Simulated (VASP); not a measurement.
# Ti in VASP: a series of runs

Ti is run at these levels: PBE, PBEsol; tasks: single point.

All numbers are computed with VASP 6.6.1; they aren't measurements. Logs are shortened: lines on timing, memory, paths and dates and some standing lists are left out, and cuts for length are marked.

## Step 1: The cell of the first run

The typed cell holds 1 atom: a = 2.850 Å, b = 2.869 Å, c = 2.892 Å, α = 60.89°, β = 60.32°, γ = 58.97°.

## Step 2: Single point, PBE (the cell strained at random)

INCAR reads:

```
ALGO = Normal
EDIFF = 1E-7
ENCUT = 520
GGA = PE
ISIF = 2
ISMEAR = -1
LASPH = T
LCHARG = F
LREAL = F
LWAVE = F
NBANDS = 12
NELM = 100
PREC = Accurate
SIGMA = 0.05
```

KPOINTS reads:

```
k-points
0
Gamma
  11 11 11
```

POSCAR reads:

```
Ti
1.0
    0.0217680000      1.9986910000      2.0313150000
    2.0064570000      0.0029940000      2.0500890000
    2.0395050000      2.0505140000     -0.0300550000
Ti
1
Direct
   -0.0156700000      0.0038100000      0.0066290000
```

Potentials or basis: VASP PAW PBE potentials, release 64 (Ti_sv).

Started as:

```bash
cat potpaw_PBE.64/Ti_sv/POTCAR > POTCAR
mpirun -np 1 vasp_std > vasp.out
```

OUTCAR:

```text
EDIFF = 1E-7
   ENCUT = 520
   GGA = PE
   ISIF = 2
   ISMEAR = -1
   LASPH = T
   LREAL = F
   NELM = 100
   PREC = Accurate

 ion  position               nearest neighbor table
   1  0.984  0.004  0.007-

  Warning from LATTYP: Got some problem with cell dimensions!
  Tried to take original basis but could not verify dimensions!
  LATTYP: Found a triclinic cell.
 ALAT       =     2.8498210801
 B/A-ratio  =     1.0148871558
 C/A-ratio  =     0.9876519367
 COS(alpha) =     0.0055260921
 COS(beta)  =     0.4871397222
 COS(gamma) =     0.4952071748

  Lattice vectors:

 A1 = (   0.0217680000,   1.9986910000,   2.0313150000)
 A2 = (   2.0395050000,   2.0505140000,  -0.0300550000)
 A3 = (  -1.9846890000,   1.9956970000,  -0.0187740000)

Analysis of symmetry for initial positions (statically):
=====================================================================
 Subroutine PRICEL returns:
 Original cell was already a primitive cell.

 Routine SETGRP: Setting up the symmetry group for a
 triclinic supercell.

 Subroutine GETGRP returns: Found  2 space group operations
 (whereof  1 operations were pure point group operations)
 out of a pool of  2 trial point group operations.

The static configuration has the point symmetry C_1 .
 The point group associated with its full space group is S_2 .

Analysis of symmetry for dynamics (positions and initial velocities):
=====================================================================
 Subroutine PRICEL returns:
 Original cell was already a primitive cell.

 Routine SETGRP: Setting up the symmetry group for a
 triclinic supercell.

 Subroutine GETGRP returns: Found  2 space group operations
 (whereof  1 operations were pure point group operations)
 out of a pool of  2 trial point group operations.

The dynamic configuration has the point symmetry C_1 .
 The point group associated with its full space group is S_2 .

 Subroutine INISYM returns: Found  2 space group operations
 (whereof  1 operations are pure point group operations),
 and found     1 'primitive' translations

----------------------------------------------------------------------------------------

                                     Primitive cell

  volume of cell :      16.7309

  direct lattice vectors                    reciprocal lattice vectors
     0.021768000  1.998691000  2.031315000    -0.251261938  0.253511952  0.245544100
     2.006457000  0.002994000  2.050089000     0.252546052 -0.247658126  0.240974267
     2.039505000  2.050514000 -0.030055000     0.244543003  0.240939312 -0.239690273

  length of vectors
[... 84 lines left out ...]
   IBRION =     -1    ionic relax: 0-MD 1-quasi-New 2-CG
   NFREE  =      0    steps in history (QN), initial steepest desc. (CG)
   ISIF   =      2    stress and relaxation
   ISYM   =      2    0-nonsym 1-usesym 2-fastsym
   POTIM  = 0.5000    time-step for ionic-motion
   TEBEG  =    0.0;   TEEND  =   0.0 temperature during run
   PSTRESS=    0.0 pullay stress
   NELECT =      12.0000    total number of electrons
   NUPDOWN=      -1.0000    fix difference up-down
   EMIN   =  10.00;   EMAX   =-10.00  energy-range for DOS
   EFERMI =   0.00;   METHOD = LEGACY
   ISMEAR =    -1;   SIGMA  =   0.05  broadening in eV -4-tet -1-fermi 0-gaus
   EFERMI_NEDOS =   21; number of points for ismear=-14 and -15
   IALGO  =     38    algorithm
   IMIX   =      4    mixing-type and parameters
     AMIX     =   0.40;   BMIX     =  1.00
     AMIX_MAG =   1.60;   BMIX_MAG =  1.00
  volume/ion in A,a.u.               =      16.73       112.91
  Fermi-wavevector in a.u.,A,eV,Ry     =   1.465422  2.769245 29.217970  2.147460
  Thomas-Fermi vector in A             =   2.581280
   LORBIT       =      0    0 simple, 1 ext, 2 COOP (PROOUT), +10 PAW based schemes
   GGA     = PE    functional components
   LHFCALC =     F    Hartree Fock is set to
   AEXX    =    0.0000 exact exchange contribution
   IVDW    =     0    specifies the selected vdW correction
   LEPSILON=     F    determine dielectric tensor
   LRPA    =     F    only Hartree local field effects (RPA)
 non-spin polarized calculation
  energy-cutoff  :      520.00
  volume of cell :       16.73
 maximum number of plane-waves:       467
 NGX is ok and might be reduce to    24
   NGX = 11   NGY = 11   NGZ = 11

 number of electron      12.0000001 magnetization

 Free energy of the ion-electron system (eV)
  ---------------------------------------------------
  ext. energy  EPLUGINS =         0.00000000
  ---------------------------------------------------
  free energy    TOTEN  =        -7.77467402 eV

  energy without entropy =       -7.76270665  energy(sigma->0) =       -7.76869034

 E-fermi :   8.6193     XC(G=0): -11.6738

 val. band max:        8.6160073566   @ k =   0.2727   0.0000   0.0909
 cond. band min:       8.6226918692   @ k =   0.0909   0.0909   0.2727
 fundamental gap:      0.0066845126
 Fermi energy:         8.6192728028

 k-point     1 :       0.0000    0.0000    0.0000
  band No.  band energies     occupation
      1     -48.0154      2.00000
      2     -23.8520      2.00000
      3     -23.8261      2.00000
      4     -23.8060      2.00000
      5       2.4403      2.00000
      6       9.3093      0.00000
      7       9.5210      0.00000
      8       9.7368      0.00000
      9      11.1595      0.00000
     10      11.3459      0.00000
     11      24.0593      0.00000
     12      28.1587      0.00000
[... 331 lines left out ...]
 k-point    24 :      -0.4545    0.1818    0.0000
  band No.  band energies     occupation
      1     -47.8469      2.00000
      2     -24.5205      2.00000
      3     -24.0903      2.00000
      4     -23.9770      2.00000
      5       6.7079      2.00000
      6       8.1483      1.99984
      7       9.1322      0.00007
      8       9.9928      0.00000
      9      12.2880      0.00000
     10      14.0014      0.00000
     11      17.2998      0.00000
     12      22.4418      0.00000

 [... further k-points ...]
[... 5 lines left out ...]
  --------------------------------------------------------------------------------------
  -------------------------------------------------------------------------------------
  Total        0.4731890      0.4473947      0.3232938     -0.1950850      0.1603208      0.0198324
  in kB       45.3134594     42.8433470     30.9592148    -18.6817029     15.3526167      1.8991897
  external PRESSURE =      39.7053404 kB  Pullay stress =       0.0000000 kB

 VOLUME and BASIS-vectors are now :
 -----------------------------------------------------------------------------
  energy-cutoff  :      520.00
  volume of cell :       16.73
      direct lattice vectors                 reciprocal lattice vectors
     0.021768000  1.998691000  2.031315000    -0.251261938  0.253511952  0.245544100
     2.006457000  0.002994000  2.050089000     0.252546052 -0.247658126  0.240974267
     2.039505000  2.050514000 -0.030055000     0.244543003  0.240939312 -0.239690273

 POSITION                                       TOTAL-FORCE (eV/Angst)
 -----------------------------------------------------------------------------------
      0.04259      1.98098      2.00710         0.000000      0.000000     -0.000000
 -----------------------------------------------------------------------------------
    total drift:                                0.000007      0.000003     -0.000010

  FREE ENERGIE OF THE ION-ELECTRON SYSTEM (eV)
  ---------------------------------------------------
  free  energy   TOTEN  =        -7.7746740178 eV

  energy  without entropy=       -7.7627066542  energy(sigma->0) =       -7.76869034
```

stdout:

```text
POSCAR found type information on POSCAR Ti
 POSCAR found :  1 types and       1 ions
 scaLAPACK will be used
 LDA part: xc-table for (Slater+PW92), standard interpolation
 POSCAR, INCAR and KPOINTS ok, starting setup
 FFT: planning ... GRIDC
 FFT: planning ... GRID_SOFT
 FFT: planning ... GRID
 WAVECAR not read
 entering main loop
```

It took 51 s on 1 thread of Intel Xeon 6975P-C (Granite Rapids), shared host; peak memory 0.24 GiB.

Results:

* Free energy: -7.7747 eV
* Pressure: 4.0 GPa
* Band gap on the k mesh: zero (band 6 reaches 9.38 eV, above the bottom of band 7 at 8.31 eV)

Stress tensor (GPa, compression positive):
```
 4.53 -1.87  0.19
-1.87  4.28  1.54
 0.19  1.54  3.10
```

Caveat: the cell differs from its parent crystal (the cell strained at random).

## Step 3: Single point, PBEsol (volume scaled by 0.96)

INCAR reads:

```
SYSTEM = Ti
  ALGO = Normal
  EDIFF = 1E-6
  ENCUT = 520
  GGA = PS
  ISIF = 2
  ISMEAR = -1
  LASPH = .TRUE.
  LCHARG = .FALSE.
  LREAL = .FALSE.
  LWAVE = .FALSE.
  NBANDS = 12
  NELM = 80
  PREC = Accurate
  SIGMA = 0.05
```

KPOINTS reads:

```
k-points
0
G
  11 11 11
  0 0 0
```

POSCAR reads:

```
Ti
1.0
    0.0000000000      2.0025642044      2.0025642044
    2.0025642044      0.0000000000      2.0025642044
    2.0025642044      2.0025642044      0.0000000000
Ti
1
Direct
    0.0000000000      0.0000000000      0.0000000000
```

Potentials or basis: VASP PAW PBE potentials, release 64 (Ti_sv).

Started as:

```bash
cat potpaw_PBE.64/Ti_sv/POTCAR > POTCAR
mpirun -np 1 vasp_std > vasp.out
```

Run time: 21 s. Hardware: 1 thread of AMD EPYC 7R13, shared host; peak memory 0.11 GiB.

The run converged. Its results:

| Quantity | Value |
| --- | --- |
| Free energy | -8.2867 eV |
| Pressure | 4.1 GPa |
| Band gap on the k mesh | zero (band 6 reaches 9.88 eV, above the bottom of band 7 at 8.65 eV) |

Levels at points of the mesh, in eV from the Fermi level:
```csv
k point,band 3,band 4,band 5,band 6,band 7,band 8,band 9,band 10
"(0.00, 0.00, 0.00)",-32.19,-32.19,-6.28,0.93,0.93,0.93,2.74,2.74
```

Caveat: the PAW data sets were made with another functional, which shifts forces and pressure a little.

## Step 4: Single point, PBEsol (volume scaled by 1.02)

INCAR reads:

```
SYSTEM = Ti
PREC     = Accurate       ! precision mode
ENCUT    = 520            ! plane-wave cutoff, eV
EDIFF    = 1E-7           ! SCF threshold, eV
ISMEAR   = -1             ! smearing method
SIGMA    = 0.05           ! smearing width, eV
LREAL    = .False.        ! projectors in reciprocal space
LASPH    = .True.         ! aspherical terms in the spheres
NELM     = 60             ! most SCF steps
ALGO     = Fast           ! electronic algorithm
ISIF     = 2              ! what is computed and relaxed
LWAVE    = .False.        ! write WAVECAR
LCHARG   = .False.        ! write CHGCAR
GGA      = PS             ! functional
NBANDS   = 12             ! bands
```

KPOINTS reads:

```
regular mesh
0
Gamma
  11 11 11
  0 0 0
```

POSCAR reads:

```
Ti
1.0
    0.0000000000      2.0434441004      2.0434441004
    2.0434441004      0.0000000000      2.0434441004
    2.0434441004      2.0434441004      0.0000000000
Ti
1
Direct
    0.0000000000      0.0000000000      0.0000000000
```

Potentials or basis: VASP PAW PBE potentials, release 64 (Ti_sv).

Started as:

```bash
cat potpaw_PBE.64/Ti_sv/POTCAR > POTCAR
mpirun -np 1 vasp_std > vasp.out
```

OUTCAR:

```text
SYSTEM = Ti
   PREC = Accurate
   ENCUT = 520
   EDIFF = 1E-7
   ISMEAR = -1
   LREAL = .False.
   LASPH = .True.
   NELM = 60
   ISIF = 2
   GGA = PS

 ion  position               nearest neighbor table
   1  0.000  0.000  0.000-

  LATTYP: Found a face centered cubic cell.
 ALAT       =     4.0868882008

  Lattice vectors:

 A1 = (   0.0000000000,   2.0434441004,   2.0434441004)
 A2 = (   2.0434441004,   0.0000000000,   2.0434441004)
 A3 = (   2.0434441004,   2.0434441004,   0.0000000000)

Analysis of symmetry for initial positions (statically):
=====================================================================
 Subroutine PRICEL returns:
 Original cell was already a primitive cell.

 Routine SETGRP: Setting up the symmetry group for a
 face centered cubic supercell.

 Subroutine GETGRP returns: Found 48 space group operations
 (whereof 48 operations were pure point group operations)
 out of a pool of 48 trial point group operations.

The static configuration has the point symmetry O_h .

Analysis of symmetry for dynamics (positions and initial velocities):
=====================================================================
 Subroutine PRICEL returns:
 Original cell was already a primitive cell.

 Routine SETGRP: Setting up the symmetry group for a
 face centered cubic supercell.

 Subroutine GETGRP returns: Found 48 space group operations
 (whereof 48 operations were pure point group operations)
 out of a pool of 48 trial point group operations.

The dynamic configuration has the point symmetry O_h .

 Subroutine INISYM returns: Found 48 space group operations
 (whereof 48 operations are pure point group operations),
 and found     1 'primitive' translations

----------------------------------------------------------------------------------------

                                     Primitive cell

  volume of cell :      17.0655

  direct lattice vectors                    reciprocal lattice vectors
[... 108 lines left out ...]
  Thomas-Fermi vector in A             =   2.572775
   LORBIT       =      0    0 simple, 1 ext, 2 COOP (PROOUT), +10 PAW based schemes
   GGA     = PS    functional components
   LHFCALC =     F    Hartree Fock is set to
   AEXX    =    0.0000 exact exchange contribution
   IVDW    =     0    specifies the selected vdW correction
   LEPSILON=     F    determine dielectric tensor
   LRPA    =     F    only Hartree local field effects (RPA)
 non-spin polarized calculation
 RMM-DIIS sequential band-by-band and
  energy-cutoff  :      520.00
  volume of cell :       17.07
 maximum number of plane-waves:       477
 NGX is ok and might be reduce to    24
   NGX = 11   NGY = 11   NGZ = 11

 number of electron      12.0000003 magnetization

 Free energy of the ion-electron system (eV)
  ---------------------------------------------------
  ext. energy  EPLUGINS =         0.00000000
  ---------------------------------------------------
  free energy    TOTEN  =        -8.28951861 eV

  energy without entropy =       -8.27764424  energy(sigma->0) =       -8.28358142

 E-fermi :   8.2812     XC(G=0): -11.7190

 val. band max:        8.2542278566   @ k =   0.1818   0.1818   0.0000
 cond. band min:       8.3062002756   @ k =   0.2727   0.0000   0.0000
 fundamental gap:      0.0519724190
 Fermi energy:         8.2811931828

 k-point     1 :       0.0000    0.0000    0.0000
  band No.  band energies     occupation
      1     -48.1571      2.00000
      2     -24.0901      2.00000
      3     -24.0901      2.00000
      4     -24.0901      2.00000
      5       2.1413      2.00000
      6       9.1755      0.00000
      7       9.1755      0.00000
      8       9.1755      0.00000
      9      10.8390      0.00000
     10      10.8390      0.00000
     11      23.6485      0.00000
     12      28.1627      0.00000
[... 331 lines left out ...]
 k-point    24 :      -0.1818    0.1818    0.0000
  band No.  band energies     occupation
      1     -48.0686      2.00000
      2     -24.4878      2.00000
      3     -24.2535      2.00000
      4     -24.1359      2.00000
      5       4.6427      2.00000
      6       8.0938      1.95397
      7       9.0867      0.00000
      8      10.0539      0.00000
      9      10.0838      0.00000
     10      11.8247      0.00000
     11      21.8956      0.00000
     12      22.3955      0.00000

 [... further k-points ...]
[... 5 lines left out ...]
  --------------------------------------------------------------------------------------
  -------------------------------------------------------------------------------------
  Total       -0.3122150     -0.3122150     -0.3122150     -0.0000000      0.0000000     -0.0000000
  in kB      -29.3120375    -29.3120375    -29.3120375     -0.0000000      0.0000000     -0.0000000
  external PRESSURE =     -29.3120375 kB  Pullay stress =       0.0000000 kB

 VOLUME and BASIS-vectors are now :
 -----------------------------------------------------------------------------
  energy-cutoff  :      520.00
  volume of cell :       17.07
      direct lattice vectors                 reciprocal lattice vectors
     0.000000000  2.043444100  2.043444100    -0.244684941  0.244684941  0.244684941
     2.043444100  0.000000000  2.043444100     0.244684941 -0.244684941  0.244684941
     2.043444100  2.043444100  0.000000000     0.244684941  0.244684941 -0.244684941

 POSITION                                       TOTAL-FORCE (eV/Angst)
 -----------------------------------------------------------------------------------
      0.00000      0.00000      0.00000        -0.000000     -0.000000     -0.000000
 -----------------------------------------------------------------------------------
    total drift:                               -0.000000     -0.000000     -0.000000

  FREE ENERGIE OF THE ION-ELECTRON SYSTEM (eV)
  ---------------------------------------------------
  free  energy   TOTEN  =        -8.2895186139 eV

  energy  without entropy=       -8.2776442356  energy(sigma->0) =       -8.28358142
```

Run time: 61 s. Hardware: 1 thread of AMD EPYC 7R13, shared host; peak memory 0.11 GiB.

What came out:

| Quantity | Value |
| --- | --- |
| Free energy | -8.2895 eV |
| Pressure | -2.9 GPa |
| Band gap on the k mesh | zero (band 6 reaches 9.18 eV, above the bottom of band 7 at 8.01 eV) |

Levels at points of the mesh, in eV from the Fermi level:
| k point | band 2 | band 3 | band 4 | band 5 | band 6 | band 7 | band 8 | band 9 | band 10 | band 11 |
| --- | --- | --- | --- | --- | --- | --- | --- | --- | --- | --- |
| (0.00, 0.00, 0.00) | -32.37 | -32.37 | -32.37 | -6.14 | 0.89 | 0.89 | 0.89 | 2.56 | 2.56 | 15.37 |

Caveat: the PAW data sets were made with another functional, which shifts forces and pressure a little.

## Step 5: Single point, PBEsol (the cell strained at random)

INCAR reads:

```
SYSTEM = Ti
PREC = Accurate ; ENCUT = 520
EDIFF = 1E-6 ; ISMEAR = -1
SIGMA = 0.05 ; LREAL = .False.
LASPH = .True. ; NELM = 60
ALGO = Normal ; ISIF = 2
LWAVE = .False. ; LCHARG = .False.
GGA = PS ; NBANDS = 12
```

KPOINTS is that of step 4.

POSCAR reads:

```
Ti
1.0
    0.0217680000      1.9986910000      2.0313150000
    2.0064570000      0.0029940000      2.0500890000
    2.0395050000      2.0505140000     -0.0300550000
Ti
1
Direct
   -0.0156700000      0.0038100000      0.0066290000
```

Started as:

```bash
cat potpaw_PBE.64/Ti_sv/POTCAR > POTCAR
mpirun -np 1 vasp_std > vasp.out
```

Wall time 4.6 min (1 thread of AMD EPYC 7R13, shared host); peak memory 0.22 GiB.

It converged, with:

- Free energy: -8.2880 eV
- Pressure: -0.7 GPa
- Band gap on the k mesh: zero (band 6 reaches 9.25 eV, above the bottom of band 7 at 8.18 eV)

Stress tensor (GPa, compression positive):
```
-0.13 -1.80  0.17
-1.80 -0.38  1.48
 0.17  1.48 -1.56
```

Levels at points of the mesh, in eV from the Fermi level:
```tsv
k point	band 2	band 3	band 4	band 5	band 6	band 7	band 8	band 9	band 10	band 11
(0.00, 0.00, 0.00)	-32.33	-32.31	-32.29	-6.18	0.69	0.90	1.12	2.53	2.72	15.46
```

Caveat: the cell differs from its parent crystal (the cell strained at random); the PAW data sets were made with another functional, which shifts forces and pressure a little.

## Step 6: The runs side by side

```csv
level,cell,gap on the mesh (eV),pressure (GPa)
PBE,"a = 2.850, b = 2.869, c = 2.892 Å, angles 60.9, 60.3, 59.0°, 1 atom",none,4.0
PBEsol,"a = 2.832 Å, angles 60.0°, 1 atom",none,4.1
PBEsol,"a = 2.890 Å, angles 60.0°, 1 atom",none,-2.9
PBEsol,"a = 2.850, b = 2.869, c = 2.892 Å, angles 60.9, 60.3, 59.0°, 1 atom",none,-0.7
```

Alike in all rows: task single point; potentials or basis VASP PAW PBE potentials, release 64 (Ti_sv); no spin polarisation; k mesh 11 × 11 × 11; cutoff (eV) 520; smearing fermi-dirac 0.05 eV.

Caveats: the PAW data sets were made with another functional, which shifts forces and pressure a little (some runs).

Absolute energies hang on the potentials; compare differences alone.
